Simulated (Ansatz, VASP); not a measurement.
Two plane-wave programs on SiH4CO2

```
Si H C O
1.0
     8.50956    0.00000    0.00000
     0.00000    8.50956    0.00000
     0.00000    0.00000    8.50956
Si H C O
3 12 3 6
Cartesian
  1.8646 6.7551 5.6331
  0.3701 0.3170 0.4184
  2.5320 2.7428 3.4910
  2.8774 7.3831 6.5311
  1.2322 5.5971 6.3317
  0.8157 7.7610 5.2889
  2.5331 6.2763 4.3872
  1.4021 1.3154 0.0171
  0.2858 0.2314 1.9064
  -0.9583 0.7305 -0.1322
  0.7067 -1.0293 -0.1281
  3.6578 3.4231 4.1975
  1.6505 2.0711 4.4888
  1.7470 3.7520 2.7232
  3.0873 1.7262 2.5521
  6.6586 3.4080 0.5729
  4.3232 6.8960 1.0648
  6.3651 0.4880 4.0006
  7.2022 3.3199 1.6081
  6.1183 3.4963 -0.4620
  3.7109 7.8910 0.9850
  4.9374 5.9000 1.1377
  7.3152 1.0953 4.3096
  5.4146 -0.1235 3.6893
```

Alike in both runs: functional PBE; dispersion D3(BJ); k mesh 1 × 1 × 1; occupations fermi-dirac, width 0.05 eV; no spin polarisation.

Ansatz relaxed the structure, and its values are those at the end. VASP's run is a single point on that final structure, the one shown.

```csv
,VASP,Ansatz
version,VASP 6.6.1,Ansatz 0.2.0
potentials or method,"VASP PAW PBE potentials, release 64 (Si, H, C, O), cutoff 520 eV","scalar-relativistic, plane waves, PAW"
valence electrons in the cell,72,72
```

```tsv
	VASP	Ansatz	Ansatz less VASP
rms of the force components (eV/Å)	0.149	0.041	-0.1088
```

One of these differences is far larger than is usual between the two programs; its cause wasn't traced.

Noted on VASP's run: the standard files for N, O and F lose accuracy on very short bonds.
